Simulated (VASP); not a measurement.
Here is a VASP 6.6.1 calculation.

The input INCAR:

```
PREC = Accurate
ENCUT = 520
EDIFF = 1E-6
ISMEAR = -1
SIGMA = 0.05
LREAL = False
LASPH = True
NELM = 100
ALGO = Normal
ISIF = 2
LWAVE = False
LCHARG = False
GGA = PE
NBANDS = 29
```

KPOINTS

```
Automatic mesh
0
Gamma
  6 6 6
```

File POSCAR:

```
TiSi2
1.0
    0.0000000000      4.1175163063      4.1776398787
    2.3895119538      0.0000000000      4.1776398787
    2.3895119538      4.1175163063      0.0000000000
Ti Si
2 4
Direct
    0.7500000000      0.7500000000      0.7500000000
    0.5000000000      0.5000000000      0.5000000000
    0.4125656100      0.0874343900      0.4125656100
    0.0874343900      0.4125656100      0.0874343900
    0.1625656100      0.8374343900      0.1625656100
    0.8374343900      0.1625656100      0.8374343900
```

Potentials or basis: VASP PAW PBE potentials, release 64 (Ti_sv, Si).

Launch:

```bash
$ cat potpaw_PBE.64/Ti_sv/POTCAR potpaw_PBE.64/Si/POTCAR > POTCAR
$ mpirun -np 1 vasp_std > vasp.out
```

Question: Predict the pressure.

Answer: 5.9 GPa.

Question: What does it give for the band gap on the k mesh?

Answer: Zero (band 20 reaches 11.02 eV, above the bottom of band 21 at 9.28 eV).

Question: Estimate the largest force.

Answer: 0.105 eV/Å.

Forces on the atoms (eV/Å):
```
Ti   0.000  0.000  0.000
Ti   0.000  0.000  0.000
Si   0.000  0.105  0.000
Si   0.000 -0.105  0.000
Si   0.000  0.105  0.000
Si   0.000 -0.105  0.000
```
